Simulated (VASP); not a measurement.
## TePb: G0W0 quasiparticle levels with HSE06

Crystal: TePb.

```
Te Pb
1.0
     0.00000    3.26786    3.26786
     3.26786    0.00000    3.26786
     3.26786    3.26786    0.00000
Te Pb
1 1
Cartesian
  3.2679 3.2679 3.2679
  0.0000 0.0000 0.0000
```

* Program: VASP 6.6.1
* Task: G0W0 quasiparticle levels
* Functional: HSE06
* Potentials or basis: VASP PAW PBE potentials, release 64 (Te_GW, Pb_d_GW)
* Cutoff: 500 eV
* k mesh: 2 × 2 × 2
* Occupations: gaussian, width 0.01 eV
* Spin: no spin polarisation
* Dipole correction: no
* GW scheme: G0W0
* GW iterations: 1
* Cutoff of the response function: 80
* Frequency points: 96
* Empty bands: 60
* Grid for exact exchange (PRECFOCK): Fast
* Further INCAR settings: ALGO = EVGW0; EDIFF = 1e-08; NBANDS = 71
* Share of exact exchange: 0.25
* Screening parameter: 0.2 1/Å

```yaml
Quasiparticle_gap: 1.16 eV
Least_direct_quasiparticle_gap: 1.16 eV
Band_gap_of_the_starting_levels_on_the_mesh: 1.36 eV
Least_direct_gap_of_the_starting_levels_on_the_mesh: 1.36 eV
```

Wall time 4.1 min on 1 thread of AMD EPYC 9R45 96-Core Processor (Zen 5) (shared host), peak memory 0.78 GiB.

Caveat: the k points lie up to 0.83 Å⁻¹ apart, too coarse for converged energies, forces and pressures; bands, screening cutoff and mesh are small and nothing is extrapolated, so the quasiparticle values aren't converged; spin-orbit coupling is left out, which moves the levels of the heavy elements.
